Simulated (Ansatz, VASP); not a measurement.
# Ta2C in VASP and in Ansatz

The input POSCAR:

```
Ta2C
1.0
    3.3589776144      0.0000000000      0.0000000000
   -1.6794888072      2.9089599448      0.0000000000
    0.0000000000      0.0000000000      5.3376828604
Ta C
2 1
Direct
    0.3333333333      0.6666666667      0.2535635792
    0.6666666667      0.3333333333      0.7464364208
    0.0000000000      0.0000000000      0.0000000000
```

Contents of INCAR.step1:

```
SYSTEM = Ta2C
ALGO = Normal
EDIFF = 1E-4
ENCUT = 520
GGA = PE
ISMEAR = 0
LASPH = .True.
LCHARG = .False.
LREAL = .False.
LWAVE = .True.
NBANDS = 20
NELM = 60
PREC = Accurate
SIGMA = 0.15
```

The input INCAR.step2:

```
SYSTEM = Ta2C
ALGO = Normal
EDIFF = 1E-6
ENCUT = 520
ISIF = 2
ISMEAR = 0
ISTART = 1
LASPH = .True.
LCHARG = .True.
LELF = .True.
LMIXTAU = .True.
LREAL = .False.
LVHAR = .True.
LWAVE = .False.
METAGGA = R2SCAN
NBANDS = 20
NELM = 60
PREC = Accurate
SIGMA = 0.15
```

File KPOINTS:

```
k-points
0
Gamma
  18 18 10
  0 0 0
```

Input for Ansatz:

```yaml
crystal:
  lattice:
    - [3.3589776144, 0.0, 0.0]
    - [-1.6794888072, 2.9089599448, 0.0]
    - [0.0, 0.0, 5.3376828604]
  atoms:
    - { symbol: Ta, position: [0.3333333333, 0.6666666667, 0.2535635792] }
    - { symbol: Ta, position: [0.6666666667, 0.3333333333, 0.7464364208] }
    - { symbol: C, position: [0.0, 0.0, 0.0] }
basis:
  ecutwfc: 500
kpoints:
  mp_grid: { grid: [18, 18, 10] }
hamiltonian:
  xc: r2scan
scf:
  occupations: { method: gaussian, width: 0.15 }
output:
  forces: true
  stress: true
  eigenvalues: true
```

Change from the starting cell: strain +0.080 along x and y, +0.080 along z, atoms carried along.

Alike in both runs: task single point; functional r2SCAN; k mesh 18 × 18 × 10; occupations gaussian, width 0.15 eV; no spin polarisation.

|  | VASP | Ansatz |
| --- | --- | --- |
| version | VASP 6.6.1 | Ansatz 0.2.0 |
| potentials or method | VASP PAW PBE potentials, release 64 (Ta_pv, C), cutoff 520 eV | scalar-relativistic, plane waves, PAW |
| valence electrons in the cell | 26 | 30 |

|  | VASP | Ansatz | Ansatz less VASP |
| --- | --- | --- | --- |
| gap on the k mesh at the Fermi level (eV) | none | none | - |
| pressure (GPa) | -40.7 | -41.0 | -0.34 |
| traceless stress, the component that is largest in VASP (GPa) | -1.23 | -1.21 | +0.028 |
| rms of the force components (eV/Å) | 0.605 | 0.619 | +0.0131 |

VASP's potentials were made for PBE, not for r2SCAN. Atom by atom the forces differ by 0.013 eV/Å (rms over components). A gap of «none» marks a metal or a gap that the smearing closes. Both programs put the cell under strong tension, so it lies far from rest at this level. VASP's potentials hold 26 valence electrons a cell and Ansatz's 30, so a difference there can come from the potentials and not from the codes.

Neither program's run includes spin-orbit coupling. Noted on VASP's run: the cell as given lies far from equilibrium.
